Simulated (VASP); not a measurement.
# Ga (P6_3/mmc) in VASP: notebook

Ga is run at these levels: LDA; tasks: single point.

Program: VASP 6.6.1. These are calculated values, not measurements. Logs are shortened: lines on timing, memory, paths and dates and some standing lists are left out, and cuts for length are marked.

## Step 1: The cell of the first run

It takes space group P6_3/mmc (No. 194, hexagonal). Conventional cell: a = 2.939 Å, b = 2.939 Å, c = 9.180 Å, α = 90.00°, β = 90.00°, γ = 120.00°. Ga (site symmetry -3m) has 12 Ga at 2.85 to 2.94 Å within 3.8 Å. Within 3.8 Å of Ga (site symmetry -6m2) lie 12 Ga at 2.85 to 2.94 Å.

This isn't the form of Ga at room conditions, which is orthorhombic.

## Step 2: Single point, LDA

Input file INCAR:

```
PREC     = Accurate       # precision mode
ENCUT    = 520            # plane-wave cutoff, eV
EDIFF    = 1E-6           # SCF threshold, eV
ISMEAR   = -1             # smearing method
SIGMA    = 0.1            # smearing width, eV
LREAL    = False          # projectors in reciprocal space
LASPH    = True           # aspherical terms in the spheres
NELM     = 100            # most SCF steps
ALGO     = Normal         # electronic algorithm
ISIF     = 2              # what is computed and relaxed
LWAVE    = False          # write WAVECAR
LCHARG   = True           # write CHGCAR
GGA      = CA             # functional
LELF     = True           # ELF
LVHAR    = True         
NBANDS   = 34             # bands
```

Input file KPOINTS:

```
Automatic mesh
0
Gamma
  12 12 4
```

Input file POSCAR:

```
Ga
1.0
    2.9388976435      0.0000000000      0.0000000000
   -1.4694488218      2.5451600184      0.0000000000
    0.0000000000      0.0000000000      9.1795694155
Ga
4
Direct
    0.0000000000      1.0000000000      1.0000000000
    0.0000000000      1.0000000000      0.5000000000
    0.3333333333      0.6666666667      0.2500000000
    0.6666666667      0.3333333333      0.7500000000
```

Potentials or basis: VASP PAW LDA potentials, release 64 (Ga_d).

The run is started by

```bash
> cat potpaw_LDA.64/Ga_d/POTCAR > POTCAR
> mpirun -np 1 vasp_std > vasp.out
```

OUTCAR:

```text
PREC = Accurate
   ENCUT = 520
   EDIFF = 1E-6
   ISMEAR = -1
   LREAL = False
   LASPH = True
   NELM = 100
   ISIF = 2
   GGA = CA

 ion  position               nearest neighbor table
   1  0.000  0.000  0.000-   3 2.85   4 2.85   4 2.85   3 2.85   4 2.85   3 2.85
   2  0.000  0.000  0.500-   3 2.85   4 2.85   4 2.85   3 2.85   4 2.85   3 2.85
   3  0.333  0.667  0.250-   1 2.85   2 2.85   1 2.85   2 2.85   1 2.85   2 2.85
   4  0.667  0.333  0.750-   1 2.85   2 2.85   1 2.85   2 2.85   1 2.85   2 2.85

  LATTYP: Found a hexagonal cell.
 ALAT       =     2.9388976435
 C/A-ratio  =     3.1234736725

  Lattice vectors:

 A1 = (   2.9388976435,   0.0000000000,   0.0000000000)
 A2 = (  -1.4694488218,   2.5451600184,   0.0000000000)
 A3 = (   0.0000000000,   0.0000000000,   9.1795694155)

Analysis of symmetry for initial positions (statically):
=====================================================================
 Subroutine PRICEL returns:
 Original cell was already a primitive cell.

 Routine SETGRP: Setting up the symmetry group for a
 hexagonal supercell.

 Subroutine GETGRP returns: Found 24 space group operations
 (whereof 12 operations were pure point group operations)
 out of a pool of 24 trial point group operations.

The static configuration has the point symmetry D_3d.
 The point group associated with its full space group is D_6h.

Analysis of symmetry for dynamics (positions and initial velocities):
=====================================================================
 Subroutine PRICEL returns:
 Original cell was already a primitive cell.

 Routine SETGRP: Setting up the symmetry group for a
 hexagonal supercell.

 Subroutine GETGRP returns: Found 24 space group operations
 (whereof 12 operations were pure point group operations)
 out of a pool of 24 trial point group operations.

The dynamic configuration has the point symmetry D_3d.
 The point group associated with its full space group is D_6h.

 Subroutine INISYM returns: Found 24 space group operations
 (whereof 12 operations are pure point group operations),
 and found     1 'primitive' translations

----------------------------------------------------------------------------------------

                                     Primitive cell

  volume of cell :      68.6629

  direct lattice vectors                    reciprocal lattice vectors
     2.938897643  0.000000000  0.000000000     0.340263637  0.196451302  0.000000000
    -1.469448822  2.545160018  0.000000000     0.000000000  0.392902604  0.000000000
     0.000000000  0.000000000  9.179569415     0.000000000  0.000000000  0.108937572

  length of vectors
     2.938897643  2.938897644  9.179569415     0.392902604  0.392902604  0.108937572

  position of ions in fractional coordinates (direct lattice)
     0.000000000  0.000000000  0.000000000
     0.000000000  0.000000000  0.500000000
     0.333333333  0.666666667  0.250000000
     0.666666667  0.333333333  0.750000000

  ion indices of the primitive-cell ions
   primitive index   ion index
                 1           1
                 2           2
                 3           3
                 4           4

----------------------------------------------------------------------------------------

 KPOINTS: Automatic mesh

Automatic generation of k-mesh.
 Grid dimensions read from file:
 generate k-points for:   12   12    4

 Generating k-lattice:

  Cartesian coordinates                     Fractional coordinates (reciprocal lattice)
     0.028355303  0.016370942  0.000000000     0.083333333  0.000000000  0.000000000
     0.000000000  0.032741884  0.000000000     0.000000000  0.083333333  0.000000000
     0.000000000  0.000000000  0.027234393     0.000000000  0.000000000  0.250000000

  Length of vectors
     0.032741884  0.032741884  0.027234393

  Shift w.r.t. Gamma in fractional coordinates (k-lattice)
     0.000000000  0.000000000  0.000000000

 Subroutine IBZKPT returns following result:
 ===========================================

 Found     57 irreducible k-points:

 Following reciprocal coordinates:
            Coordinates               Weight
  0.000000  0.000000  0.000000      1.000000
  0.083333 -0.000000  0.000000      6.000000
  0.166667  0.000000  0.000000      6.000000
  0.250000 -0.000000  0.000000      6.000000
  0.333333  0.000000  0.000000      6.000000
  0.416667  0.000000  0.000000      6.000000
[... 16 lines left out ...]
  0.250000 -0.000000  0.250000     12.000000
  0.333333  0.000000  0.250000     12.000000
 [... further k-points ...]
   k-points           NKPTS =     57   k-points in BZ     NKDIM =     57   number of bands    NBANDS=     34
   number of dos      NEDOS =    301   number of ions     NIONS =      4
   total plane-waves  NPLWV =  40320
   dimension x,y,z NGX =    24 NGY =   24 NGZ =   70
   dimension x,y,z NGXF=    48 NGYF=   48 NGZF=  140
   ions per type =               4
   NGX,Y,Z   is equivalent  to a cutoff of  13.58, 13.58, 12.68 a.u.
   NGXF,Y,Z  is equivalent  to a cutoff of  27.15, 27.15, 25.35 a.u.
 SYSTEM =  unknown system
   PREC   = accura    normal or accurate (medium, high low for compatibility)
   ISTART =      0    job   : 0-new  1-cont  2-samecut
   ICHARG =      2    charge: 1-file 2-atom 10-const
   ISPIN  =      1    spin polarized calculation?
   LNONCOLLINEAR =      F non collinear calculations
   LSORBIT =      F    spin-orbit coupling
   LASPH  =      T    aspherical Exc in radial PAW
   ENCUT  =  520.0 eV  38.22 Ry    6.18 a.u.   5.46  5.46 17.07*2*pi/ulx,y,z
   NELM   =    100;   NELMIN=  2; NELMDL= -5     # of ELM steps
   EDIFF  = 0.1E-05   stopping-criterion for ELM
   LREAL  =      F    real-space projection
   EDIFFG = 0.1E-04   stopping-criterion for IOM
   NSW    =      0    number of steps for IOM
   IBRION =     -1    ionic relax: 0-MD 1-quasi-New 2-CG
   NFREE  =      0    steps in history (QN), initial steepest desc. (CG)
   ISIF   =      2    stress and relaxation
   ISYM   =      2    0-nonsym 1-usesym 2-fastsym
   POTIM  = 0.5000    time-step for ionic-motion
   TEBEG  =    0.0;   TEEND  =   0.0 temperature during run
   PSTRESS=    0.0 pullay stress
   NELECT =      52.0000    total number of electrons
   NUPDOWN=      -1.0000    fix difference up-down
   EMIN   =  10.00;   EMAX   =-10.00  energy-range for DOS
   EFERMI =   0.00;   METHOD = LEGACY
   ISMEAR =    -1;   SIGMA  =   0.10  broadening in eV -4-tet -1-fermi 0-gaus
   EFERMI_NEDOS =   21; number of points for ismear=-14 and -15
   IALGO  =     38    algorithm
   IMIX   =      4    mixing-type and parameters
     AMIX     =   0.40;   BMIX     =  1.00
     AMIX_MAG =   1.60;   BMIX_MAG =  1.00
  volume/ion in A,a.u.               =      17.17       115.84
  Fermi-wavevector in a.u.,A,eV,Ry     =   1.492228  2.819903 30.296716  2.226746
  Thomas-Fermi vector in A             =   2.604783
   LORBIT       =      0    0 simple, 1 ext, 2 COOP (PROOUT), +10 PAW based schemes
   GGA     = CA    functional components
   LHFCALC =     F    Hartree Fock is set to
   AEXX    =    0.0000 exact exchange contribution
   IVDW    =     0    specifies the selected vdW correction
   LEPSILON=     F    determine dielectric tensor
   LRPA    =     F    only Hartree local field effects (RPA)
 non-spin polarized calculation
  energy-cutoff  :      520.00
  volume of cell :       68.66
 maximum number of plane-waves:      1907
 NGX is ok and might be reduce to    24
   NGX = 11   NGY = 11   NGZ = 35

 number of electron      51.9999985 magnetization

 Free energy of the ion-electron system (eV)
  ---------------------------------------------------
  ext. energy  EPLUGINS =         0.00000000
  ---------------------------------------------------
  free energy    TOTEN  =       -14.25352895 eV

  energy without entropy =      -14.21313619  energy(sigma->0) =      -14.23333257

 E-fermi :   6.2587     XC(G=0): -11.8183

 val. band max:        6.2528711764   @ k =   0.5000  -0.0000   0.2500
 cond. band min:       6.2690642555   @ k =   0.2500   0.2500   0.0000
 fundamental gap:      0.0161930792
 Fermi energy:         6.2586795611

 k-point     1 :       0.0000    0.0000    0.0000
  band No.  band energies     occupation
      1      -8.9705      2.00000
      2      -8.8874      2.00000
      3      -8.8827      2.00000
      4      -8.8741      2.00000
      5      -8.8741      2.00000
      6      -8.8626      2.00000
[... 26 lines left out ...]
     33      17.2640      0.00000
     34      18.5155      0.00000

 k-point     2 :       0.0833   -0.0000    0.0000
  band No.  band energies     occupation
      1      -8.9587      2.00000
      2      -8.8905      2.00000
      3      -8.8855      2.00000
      4      -8.8741      2.00000
      5      -8.8662      2.00000
      6      -8.8642      2.00000
[... 26 lines left out ...]
     33      16.6267      0.00000
     34      17.6014      0.00000

 k-point     3 :       0.1667    0.0000    0.0000
  band No.  band energies     occupation
      1      -8.9492      2.00000
      2      -8.9117      2.00000
      3      -8.9018      2.00000
      4      -8.8666      2.00000
      5      -8.8637      2.00000
      6      -8.8468      2.00000
[... 26 lines left out ...]
     33      15.4615      0.00000
     34      16.1014      0.00000
[... 704 lines left out ...]
 k-point    23 :       0.2500   -0.0000    0.2500
  band No.  band energies     occupation
      1      -8.9772      2.00000
      2      -8.9501      2.00000
      3      -8.9169      2.00000
      4      -8.8894      2.00000
      5      -8.8712      2.00000
      6      -8.8400      2.00000
[... 26 lines left out ...]
     33      14.8364      0.00000
     34      15.3929      0.00000

 k-point    24 :       0.3333    0.0000    0.2500
  band No.  band energies     occupation
      1      -9.0146      2.00000
      2      -8.9776      2.00000
      3      -8.9533      2.00000
      4      -8.9298      2.00000
      5      -8.8995      2.00000
      6      -8.8617      2.00000
[... 26 lines left out ...]
     33      14.0830      0.00000
     34      14.5784      0.00000

 [... further k-points ...]

------------------------ aborting loop because EDIFF is reached ----------------------------------------

  FORCE on cell =-STRESS in cart. coord.  units (eV):
  Direction    XX          YY          ZZ          XY          YZ          ZX
  --------------------------------------------------------------------------------------
  -------------------------------------------------------------------------------------
  Total        0.0286456      0.0286456      0.0334176     -0.0000000      0.0000000      0.0000000
  in kB        0.6684149      0.6684149      0.7797659     -0.0000000      0.0000000      0.0000000
  external PRESSURE =       0.7055319 kB  Pullay stress =       0.0000000 kB

 VOLUME and BASIS-vectors are now :
 -----------------------------------------------------------------------------
  energy-cutoff  :      520.00
  volume of cell :       68.66
      direct lattice vectors                 reciprocal lattice vectors
     2.938897643  0.000000000  0.000000000     0.340263637  0.196451302  0.000000000
    -1.469448822  2.545160018  0.000000000     0.000000000  0.392902604  0.000000000
     0.000000000  0.000000000  9.179569415     0.000000000  0.000000000  0.108937572

 POSITION                                       TOTAL-FORCE (eV/Angst)
 -----------------------------------------------------------------------------------
      0.00000      0.00000      0.00000         0.000000      0.000000     -0.000000
      0.00000      0.00000      4.58978        -0.000000      0.000000     -0.000000
     -0.00000      1.69677      2.29489        -0.000000      0.000000      0.000000
      1.46945      0.84839      6.88468         0.000000     -0.000000     -0.000000
 -----------------------------------------------------------------------------------
    total drift:                               -0.000000      0.000000      0.000000

  FREE ENERGIE OF THE ION-ELECTRON SYSTEM (eV)
  ---------------------------------------------------
  free  energy   TOTEN  =       -14.2535289499 eV

  energy  without entropy=      -14.2131361909  energy(sigma->0) =      -14.23333257
```

Wall time 92 s (1 thread of AMD EPYC 7R13 (Zen 3), shared host); peak memory 0.19 GiB.

Results:

* Free energy: -14.2535 eV
* Pressure: 0.1 GPa
* Band gap on the k mesh: zero (bands 26 and 27 overlap by 6.69 eV)

## Step 3: Single point, LDA (15.11 Å³/atom)

This run uses another cell than the first one, of 15.11 Å³/atom.

Input file INCAR:

```
PREC     = Accurate       # precision mode
ENCUT    = 520            # plane-wave cutoff, eV
EDIFF    = 1E-6           # SCF threshold, eV
ISMEAR   = -1             # smearing method
SIGMA    = 0.1            # smearing width, eV
LREAL    = F              # projectors in reciprocal space
LASPH    = T              # aspherical terms in the spheres
NELM     = 60             # most SCF steps
ALGO     = Normal         # electronic algorithm
ISIF     = 2              # what is computed and relaxed
LWAVE    = F              # write WAVECAR
LCHARG   = F              # write CHGCAR
GGA      = CA             # functional
NBANDS   = 34             # bands
```

Input file KPOINTS:

```
regular mesh
0
Gamma
  14 14 4
```

Input file POSCAR:

```
Ga
1.0
    2.8162985054      0.0000000000      0.0000000000
   -1.4081492527      2.4389860503      0.0000000000
    0.0000000000      0.0000000000      8.7966342354
Ga
4
Direct
    0.0000000000      1.0000000000      1.0000000000
    0.0000000000      1.0000000000      0.5000000000
    0.3333333333      0.6666666667      0.2500000000
    0.6666666667      0.3333333333      0.7500000000
```

Potentials or basis: VASP PAW LDA potentials, release 64 (Ga_d).

The run is started by

```bash
> cat potpaw_LDA.64/Ga_d/POTCAR > POTCAR
> mpirun -np 1 vasp_std > vasp.out
```

Run time: 1.7 min. Hardware: 1 thread of AMD EPYC 7R13 (Zen 3), shared host; peak memory 0.2 GiB.

Results (log left out):

```yaml
Free_energy: -13.9597 eV
Pressure: 11.6 GPa
Band_gap_on_the_k_mesh: zero (bands 26 and 27 overlap by 7.52 eV)
```

Stress tensor (GPa, compression positive):
```
11.23  0.00  0.00
 0.00 11.23  0.00
 0.00  0.00 12.21
```

Levels at points of the mesh, in eV from the Fermi level:
| k point | band 23 | band 24 | band 25 | band 26 | band 27 | band 28 | band 29 | band 30 |
| --- | --- | --- | --- | --- | --- | --- | --- | --- |
| (0.00, 0.00, 0.00) | -10.95 | -4.93 | -4.61 | 5.18 | 5.19 | 10.76 | 10.76 | 11.80 |
| (0.50, 0.00, 0.00) | -4.64 | -4.37 | -4.29 | -3.85 | 1.23 | 1.47 | 1.51 | 2.70 |
| (0.00, 0.00, 0.50) | -8.37 | -8.37 | -0.22 | -0.22 | 11.12 | 11.12 | 11.12 | 11.12 |
| (0.50, 0.00, 0.50) | -5.63 | -5.63 | -2.19 | -2.19 | -1.33 | -1.33 | 5.27 | 5.27 |

Caveat: the cell stands under pressure.

## Step 4: Single point, LDA (15.79 Å³/atom)

This run uses another cell than the first one, of 15.79 Å³/atom.

Edit INCAR of step 3 so:

```diff
@@ -7,3 +7,3 @@
 LASPH    = T              # aspherical terms in the spheres
-NELM     = 60             # most SCF steps
+NELM     = 80             # most SCF steps
 ALGO     = Normal         # electronic algorithm
@@ -11,4 +11,5 @@
 LWAVE    = F              # write WAVECAR
-LCHARG   = F              # write CHGCAR
-GGA      = CA             # functional
+LCHARG   = T              # write CHGCAR
+LELF     = T              # ELF
+LVHAR    = T            
 NBANDS   = 34             # bands
```

KPOINTS is that of step 3.

Input file POSCAR:

```
Ga
1.0
    2.8583390095      0.0000000000      0.0000000000
   -1.4291695048      2.4753941948      0.0000000000
    0.0000000000      0.0000000000      8.9279466430
Ga
4
Direct
    0.0000000000      1.0000000000      1.0000000000
    0.0000000000      1.0000000000      0.5000000000
    0.3333333333      0.6666666667      0.2500000000
    0.6666666667      0.3333333333      0.7500000000
```

The run is started by

```bash
> cat potpaw_LDA.64/Ga_d/POTCAR > POTCAR
> mpirun -np 1 vasp_std > vasp.out
```

Wall time 1.8 min (1 thread of AMD EPYC 7R13 (Zen 3), shared host); peak memory 0.2 GiB.

Results (log left out):

```
Free energy            : -14.1165 eV
Pressure               : 6.8 GPa
Band gap on the k mesh : zero (bands 26 and 27 overlap by 7.23 eV)
```

Stress tensor (GPa, compression positive):
```
6.59 0.00 0.00
0.00 6.59 0.00
0.00 0.00 7.19
```

Levels at points of the mesh, in eV from the Fermi level:
```tsv
k point	band 23	band 24	band 25	band 26	band 27	band 28	band 29	band 30
(0.00, 0.00, 0.00)	-10.60	-4.67	-4.57	5.02	5.04	10.38	10.38	11.40
(0.50, 0.00, 0.00)	-4.42	-4.26	-4.13	-3.79	1.16	1.31	1.53	2.68
(0.00, 0.00, 0.50)	-8.10	-8.10	-0.22	-0.22	10.73	10.73	10.73	10.73
(0.50, 0.00, 0.50)	-5.41	-5.41	-2.09	-2.09	-1.33	-1.33	5.11	5.11
```

Caveat: the cell stands under pressure.

## Step 5: The runs side by side

| cell | k mesh | gap on the mesh (eV) | pressure (GPa) |
| --- | --- | --- | --- |
| a = 2.939, b = 2.939, c = 9.180 Å, angles 90.0, 90.0, 120.0°, 4 atoms | 12 × 12 × 4 | none | 0.1 |
| a = 2.816, b = 2.816, c = 8.797 Å, angles 90.0, 90.0, 120.0°, 4 atoms | 14 × 14 × 4 | none | 11.6 |
| a = 2.858, b = 2.858, c = 8.928 Å, angles 90.0, 90.0, 120.0°, 4 atoms | 14 × 14 × 4 | none | 6.8 |

Alike in all rows: task single point; level LDA; potentials or basis VASP PAW LDA potentials, release 64 (Ga_d); no spin polarisation; cutoff (eV) 520; smearing fermi-dirac 0.1 eV.

Caveats: the cell stands under pressure (at least some runs).

Total energies depend on the potentials used, so only differences within one code and one set of settings carry meaning.
